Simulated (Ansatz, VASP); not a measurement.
**Li in VASP and in Ansatz**

Contents of INCAR:

```
SYSTEM = Li
PREC = Accurate
ENCUT = 520
EDIFF = 1E-6
ISMEAR = -1
SIGMA = 0.05
LREAL = .FALSE.
LASPH = .TRUE.
NELM = 80
ALGO = Normal
ISIF = 2
LWAVE = .FALSE.
LCHARG = .TRUE.
GGA = PE
LELF = .TRUE.
LVHAR = .TRUE.
NBANDS = 10
```

Contents of KPOINTS:

```
Automatic mesh
0
G
  11 11 6
  0 0 0
```

Contents of POSCAR:

```
Li
1.0
    3.0646488937      0.0000000000      0.0000000000
   -1.5323244468      2.6540637956      0.0000000000
    0.0000000000      0.0000000000      4.9647312077
Li
2
Direct
    0.2733333333      0.6366666667      0.2050000000
    0.7266666667      0.3633333333      0.7950000000
```

Input for Ansatz:

```yaml
crystal:
  lattice:
    - [3.0646488937, 0.0, 0.0]
    - [-1.5323244468, 2.6540637956, 0.0]
    - [0.0, 0.0, 4.9647312077]
  atoms:
    - { symbol: Li, position: [0.2733333333, 0.6366666667, 0.205] }
    - { symbol: Li, position: [0.7266666667, 0.3633333333, 0.795] }
kpoints:
  mp_grid: { grid: [11, 11, 6] }
scf:
  occupations: { method: fermi_dirac, width: 0.05 }
hamiltonian:
  xc: pbe
  pseudopotentials: { kind: paw }
output:
  forces: true
  stress: true
  eigenvalues: true
  populations: true
  write_density: true
  write_potential: true
  elf: true
  volumetric_format: npy
```

Change from the starting cell: shortest bond scaled by 0.82, PAW files.

Alike in both runs: task single point; functional PBE; k mesh 11 × 11 × 6; occupations fermi-dirac, width 0.05 eV; no spin polarisation.

|  | VASP | Ansatz |
| --- | --- | --- |
| version | VASP 6.6.1 | Ansatz 0.2.0 |
| potentials or method | VASP PAW PBE potentials, release 64 (Li_sv) | PAW with Ansatz's default frozen-core files, scalar-relativistic |
| plane-wave cutoff (eV) | 520 | 420 |
| valence electrons in the cell | 6 | 6 |

VASP gave:

| Quantity | Value |
| --- | --- |
| rms of the force components (eV/Å) | 0.381 |

**Question.** Estimate Ansatz's values.

**Answer.** rms of the force components (eV/Å): 0.380.

Atom by atom the forces differ by 0.002 eV/Å (rms over components).

Noted on VASP's run: the cutoff is short for stress, so the pressure is rough.
